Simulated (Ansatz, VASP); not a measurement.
## W: VASP beside Ansatz

```
W
1.0
    -1.58726    1.58726    1.58726
     1.58726   -1.58726    1.58726
     1.58726    1.58726   -1.58726
W
1
Direct
  0.00000 0.00000 0.00000
```

Alike in both runs: task single point; functional r2SCAN; k mesh 15 × 15 × 15; no spin polarisation.

```csv
,VASP,Ansatz
version,VASP 6.6.1,Ansatz 0.2.0
potentials or method,"VASP PAW PBE potentials, release 64 (W_sv), cutoff 520 eV",PAW plane waves
occupations,"fermi-dirac, width 0.1 eV",fermi-dirac
valence electrons in the cell,14,14
```

VASP gave:

```
pressure (GPa) : -0.5
```

Problem. What did Ansatz give for the same quantities?

Solution. Pressure (GPa): -1.7.

VASP's potentials were made for PBE, not for r2SCAN.

Neither program's run includes spin-orbit coupling.
